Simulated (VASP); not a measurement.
# Te (Pm-3m) in VASP: notebook

The runs below take Te through single point, with revPBE.

Program: VASP 6.6.1. These are calculated values, not measurements. Logs are shortened: lines on timing, memory, paths and dates and some standing lists are left out, and cuts for length are marked.

### 1 The cell of the first run

Symmetry: Pm-3m, No. 221, cubic system. The conventional cell has a = 3.222 Å, b = 3.222 Å, c = 3.222 Å, α = 90.00°, β = 90.00°, γ = 90.00°. Within 4.2 Å of Te (site symmetry m-3m) lie 6 Te at 3.22 Å.

### 2 Single point, revPBE

Input file INCAR:

```
SYSTEM = Te
ALGO     = Normal         ! electronic algorithm
EDIFF    = 1E-7           ! SCF threshold, eV
ENCUT    = 520            ! plane-wave cutoff, eV
GGA      = RE             ! functional
ISIF     = 2              ! what is computed and relaxed
ISMEAR   = -1             ! smearing method
LASPH    = .True.         ! aspherical terms in the spheres
LCHARG   = .True.         ! write CHGCAR
LELF     = .True.         ! ELF
LREAL    = .False.        ! projectors in reciprocal space
LVHAR    = .True.       
LWAVE    = .False.        ! write WAVECAR
NBANDS   = 9              ! bands
NELM     = 60             ! most SCF steps
PREC     = Accurate       ! precision mode
SIGMA    = 0.1            ! smearing width, eV
```

Input file KPOINTS:

```
k-points
0
Gamma
  11 11 11
  0 0 0
```

Input file POSCAR:

```
Te
1.0
    3.2221093115      0.0000000000      0.0000000000
    0.0000000000      3.2221093115      0.0000000000
    0.0000000000      0.0000000000      3.2221093115
Te
1
Direct
    0.0000000000      0.0000000000      0.0000000000
```

Potentials or basis: VASP PAW PBE potentials, release 64 (Te).

Run with:

```bash
> cat potpaw_PBE.64/Te/POTCAR > POTCAR
> mpirun -np 1 vasp_std > vasp.out
```

OUTCAR:

```text
SYSTEM = Te
   EDIFF = 1E-7
   ENCUT = 520
   GGA = RE
   ISIF = 2
   ISMEAR = -1
   LASPH = .True.
   LREAL = .False.
   NELM = 60
   PREC = Accurate

 ion  position               nearest neighbor table
   1  0.000  0.000  0.000-

  LATTYP: Found a simple cubic cell.
 ALAT       =     3.2221093115

  Lattice vectors:

 A1 = (   3.2221093115,   0.0000000000,   0.0000000000)
 A2 = (   0.0000000000,   3.2221093115,   0.0000000000)
 A3 = (   0.0000000000,   0.0000000000,   3.2221093115)

Analysis of symmetry for initial positions (statically):
=====================================================================
 Subroutine PRICEL returns:
 Original cell was already a primitive cell.

 Routine SETGRP: Setting up the symmetry group for a
 simple cubic supercell.

 Subroutine GETGRP returns: Found 48 space group operations
 (whereof 48 operations were pure point group operations)
 out of a pool of 48 trial point group operations.

The static configuration has the point symmetry O_h .

Analysis of symmetry for dynamics (positions and initial velocities):
=====================================================================
 Subroutine PRICEL returns:
 Original cell was already a primitive cell.

 Routine SETGRP: Setting up the symmetry group for a
 simple cubic supercell.

 Subroutine GETGRP returns: Found 48 space group operations
 (whereof 48 operations were pure point group operations)
 out of a pool of 48 trial point group operations.

The dynamic configuration has the point symmetry O_h .

 Subroutine INISYM returns: Found 48 space group operations
 (whereof 48 operations are pure point group operations),
 and found     1 'primitive' translations

----------------------------------------------------------------------------------------

                                     Primitive cell

  volume of cell :      33.4519

  direct lattice vectors                    reciprocal lattice vectors
     3.222109312  0.000000000  0.000000000     0.310355703  0.000000000  0.000000000
     0.000000000  3.222109312  0.000000000     0.000000000  0.310355703  0.000000000
     0.000000000  0.000000000  3.222109312     0.000000000  0.000000000  0.310355703

  length of vectors
     3.222109312  3.222109312  3.222109312     0.310355703  0.310355703  0.310355703

  position of ions in fractional coordinates (direct lattice)
     0.000000000  0.000000000  0.000000000

  ion indices of the primitive-cell ions
   primitive index   ion index
                 1           1

----------------------------------------------------------------------------------------

 KPOINTS: k-points

Automatic generation of k-mesh.
 Grid dimensions read from file:
 generate k-points for:   11   11   11

 Generating k-lattice:

  Cartesian coordinates                     Fractional coordinates (reciprocal lattice)
     0.028214155  0.000000000  0.000000000     0.090909091  0.000000000  0.000000000
     0.000000000  0.028214155  0.000000000     0.000000000  0.090909091  0.000000000
     0.000000000  0.000000000  0.028214155     0.000000000  0.000000000  0.090909091

  Length of vectors
     0.028214155  0.028214155  0.028214155

  Shift w.r.t. Gamma in fractional coordinates (k-lattice)
     0.000000000  0.000000000  0.000000000

 Subroutine IBZKPT returns following result:
 ===========================================

 Found     56 irreducible k-points:

 Following reciprocal coordinates:
            Coordinates               Weight
  0.000000  0.000000  0.000000      1.000000
  0.090909  0.000000  0.000000      6.000000
  0.181818  0.000000  0.000000      6.000000
  0.272727  0.000000  0.000000      6.000000
  0.363636  0.000000  0.000000      6.000000
  0.454545  0.000000  0.000000      6.000000
[... 16 lines left out ...]
  0.181818  0.090909  0.090909     24.000000
  0.272727  0.090909  0.090909     24.000000
 [... further k-points ...]
   k-points           NKPTS =     56   k-points in BZ     NKDIM =     56   number of bands    NBANDS=      9
   number of dos      NEDOS =    301   number of ions     NIONS =      1
   total plane-waves  NPLWV =  13824
   dimension x,y,z NGX =    24 NGY =   24 NGZ =   24
   dimension x,y,z NGXF=    48 NGYF=   48 NGZF=   48
   ions per type =               1
   NGX,Y,Z   is equivalent  to a cutoff of  12.38, 12.38, 12.38 a.u.
   NGXF,Y,Z  is equivalent  to a cutoff of  24.77, 24.77, 24.77 a.u.
 SYSTEM =  Te
   PREC   = accura    normal or accurate (medium, high low for compatibility)
   ISTART =      0    job   : 0-new  1-cont  2-samecut
   ICHARG =      2    charge: 1-file 2-atom 10-const
   ISPIN  =      1    spin polarized calculation?
   LNONCOLLINEAR =      F non collinear calculations
   LSORBIT =      F    spin-orbit coupling
   LASPH  =      T    aspherical Exc in radial PAW
   ENCUT  =  520.0 eV  38.22 Ry    6.18 a.u.   5.99  5.99  5.99*2*pi/ulx,y,z
   NELM   =     60;   NELMIN=  2; NELMDL= -5     # of ELM steps
   EDIFF  = 0.1E-06   stopping-criterion for ELM
   LREAL  =      F    real-space projection
   EDIFFG = 0.1E-05   stopping-criterion for IOM
   NSW    =      0    number of steps for IOM
   IBRION =     -1    ionic relax: 0-MD 1-quasi-New 2-CG
   NFREE  =      0    steps in history (QN), initial steepest desc. (CG)
   ISIF   =      2    stress and relaxation
   ISYM   =      2    0-nonsym 1-usesym 2-fastsym
   POTIM  = 0.5000    time-step for ionic-motion
   TEBEG  =    0.0;   TEEND  =   0.0 temperature during run
   PSTRESS=    0.0 pullay stress
   NELECT =       6.0000    total number of electrons
   NUPDOWN=      -1.0000    fix difference up-down
   EMIN   =  10.00;   EMAX   =-10.00  energy-range for DOS
   EFERMI =   0.00;   METHOD = LEGACY
   ISMEAR =    -1;   SIGMA  =   0.10  broadening in eV -4-tet -1-fermi 0-gaus
   EFERMI_NEDOS =   21; number of points for ismear=-14 and -15
   IALGO  =     38    algorithm
   IMIX   =      4    mixing-type and parameters
     AMIX     =   0.40;   BMIX     =  1.00
     AMIX_MAG =   1.60;   BMIX_MAG =  1.00
  volume/ion in A,a.u.               =      33.45       225.74
  Fermi-wavevector in a.u.,A,eV,Ry     =   0.923248  1.744685 11.597424  0.852387
  Thomas-Fermi vector in A             =   2.048864
   LORBIT       =      0    0 simple, 1 ext, 2 COOP (PROOUT), +10 PAW based schemes
   GGA     = RE    functional components
   LHFCALC =     F    Hartree Fock is set to
   AEXX    =    0.0000 exact exchange contribution
   IVDW    =     0    specifies the selected vdW correction
   LEPSILON=     F    determine dielectric tensor
   LRPA    =     F    only Hartree local field effects (RPA)
 non-spin polarized calculation
  energy-cutoff  :      520.00
  volume of cell :       33.45
 maximum number of plane-waves:       916
 NGX is ok and might be reduce to    24
   NGX = 11   NGY = 11   NGZ = 11

 number of electron       6.0000001 magnetization

 Free energy of the ion-electron system (eV)
  ---------------------------------------------------
  ext. energy  EPLUGINS =         0.00000000
  ---------------------------------------------------
  free energy    TOTEN  =        -2.78399458 eV

  energy without entropy =       -2.76510928  energy(sigma->0) =       -2.77455193

 E-fermi :   6.2143     XC(G=0):  -9.1044

 val. band max:        6.1966866857   @ k =   0.4545   0.1818   0.1818
 cond. band min:       6.3684216044   @ k =   0.0909   0.0000   0.0000
 fundamental gap:      0.1717349187
 Fermi energy:         6.2143171362

 k-point     1 :       0.0000    0.0000    0.0000
  band No.  band energies     occupation
      1      -7.2056      2.00000
      2       7.3767      0.00002
      3       7.3767      0.00002
      4       7.3767      0.00002
      5      12.2702      0.00000
      6      12.2702      0.00000
      7      12.7345      0.00000
      8      23.4513      0.00000
      9      23.4513      0.00000

 k-point     2 :       0.0909    0.0000    0.0000
  band No.  band energies     occupation
      1      -7.1118      2.00000
      2       6.3684      0.35277
      3       7.4604      0.00001
      4       7.4604      0.00001
      5      12.3584      0.00000
      6      12.6408      0.00000
      7      13.6712      0.00000
      8      21.9251      0.00000
      9      21.9251      0.00000

 k-point     3 :       0.1818    0.0000    0.0000
  band No.  band energies     occupation
      1      -6.8402      2.00000
      2       4.5504      2.00000
      3       7.6976      0.00000
      4       7.6976      0.00000
      5      12.6176      0.00000
      6      12.9819      0.00000
      7      16.0067      0.00000
      8      20.1767      0.00000
      9      20.1767      0.00000

 k-point     4 :       0.2727    0.0000    0.0000
  band No.  band energies     occupation
      1      -6.4263      2.00000
      2       2.7949      2.00000
      3       8.0415      0.00000
      4       8.0415      0.00000
      5      13.0261      0.00000
      6      13.5077      0.00000
      7      18.1533      0.00000
      8      18.6673      0.00000
      9      18.6673      0.00000

 k-point     5 :       0.3636    0.0000    0.0000
  band No.  band energies     occupation
      1      -5.9574      2.00000
      2       1.3848      2.00000
      3       8.4021      0.00000
      4       8.4021      0.00000
      5      13.5212      0.00000
      6      14.2406      0.00000
      7      17.5189      0.00000
      8      17.5189      0.00000
      9      17.6677      0.00000

 k-point     6 :       0.4545    0.0000    0.0000
  band No.  band energies     occupation
      1      -5.6126      2.00000
      2       0.5592      2.00000
      3       8.6438      0.00000
      4       8.6438      0.00000
      5      13.9260      0.00000
      6      15.1638      0.00000
      7      16.4156      0.00000
      8      16.8804      0.00000
      9      16.8804      0.00000
[... 169 lines left out ...]
 k-point    21 :       0.4545    0.4545    0.0000
  band No.  band energies     occupation
      1      -3.9884      2.00000
      2       2.0105      2.00000
      3       2.0264      2.00000
      4       8.7654      0.00000
      5       9.8634      0.00000
      6      16.6327      0.00000
      7      18.4895      0.00000
      8      18.5530      0.00000
      9      18.7801      0.00000

 k-point    22 :       0.0909    0.0909    0.0909
  band No.  band energies     occupation
      1      -6.9242      2.00000
      2       6.5181      0.09150
      3       6.5181      0.09150
      4       6.5919      0.04479
      5      13.6707      0.00000
      6      13.6707      0.00000
      7      14.0511      0.00000
      8      20.5113      0.00000
      9      20.5326      0.00000

 k-point    23 :       0.1818    0.0909    0.0909
  band No.  band energies     occupation
      1      -6.6524      2.00000
      2       4.7288      2.00000
      3       6.7603      0.00847
      4       6.8229      0.00454
      5      13.9161      0.00000
      6      14.1530      0.00000
      7      16.0359      0.00000
      8      18.6892      0.00000
      9      19.0285      0.00000

 k-point    24 :       0.2727    0.0909    0.0909
  band No.  band energies     occupation
      1      -6.2382      2.00000
      2       2.9754      2.00000
      3       7.1152      0.00024
      4       7.1999      0.00010
      5      14.2927      0.00000
      6      14.4499      0.00000
      7      16.8539      0.00000
      8      17.1218      0.00000
      9      19.4631      0.00000

 [... further k-points ...]

------------------------ aborting loop because EDIFF is reached ----------------------------------------

  FORCE on cell =-STRESS in cart. coord.  units (eV):
  Direction    XX          YY          ZZ          XY          YZ          ZX
  --------------------------------------------------------------------------------------
  -------------------------------------------------------------------------------------
  Total       -0.0229654     -0.0229654     -0.0229654     -0.0000000     -0.0000000      0.0000000
  in kB       -1.0999259     -1.0999259     -1.0999259     -0.0000000     -0.0000000      0.0000000
  external PRESSURE =      -1.0999259 kB  Pullay stress =       0.0000000 kB

 VOLUME and BASIS-vectors are now :
 -----------------------------------------------------------------------------
  energy-cutoff  :      520.00
  volume of cell :       33.45
      direct lattice vectors                 reciprocal lattice vectors
     3.222109312  0.000000000  0.000000000     0.310355703  0.000000000  0.000000000
     0.000000000  3.222109312  0.000000000     0.000000000  0.310355703  0.000000000
     0.000000000  0.000000000  3.222109312     0.000000000  0.000000000  0.310355703

 POSITION                                       TOTAL-FORCE (eV/Angst)
 -----------------------------------------------------------------------------------
      0.00000      0.00000      0.00000         0.000000      0.000000      0.000000
 -----------------------------------------------------------------------------------
    total drift:                               -0.000000      0.000000      0.000000

  FREE ENERGIE OF THE ION-ELECTRON SYSTEM (eV)
  ---------------------------------------------------
  free  energy   TOTEN  =        -2.7839945823 eV

  energy  without entropy=       -2.7651092763  energy(sigma->0) =       -2.77455193
```

Wall time 8.7 s (1 thread of Intel Xeon Platinum 8259CL at 2.50GHz (Skylake/Cascade Lake), shared host); peak memory 0.14 GiB.

What came out:

* Free energy: -2.7840 eV
* Pressure: -0.1 GPa
* Band gap on the k mesh: zero (band 3 reaches 8.64 eV, above the bottom of band 4 at 3.40 eV)

Caveat: the PAW data sets were made with another functional, which shifts forces and pressure a little; spin-orbit coupling is left out, which moves the levels of the heavy elements.

(Continued in part 2 of 2.)
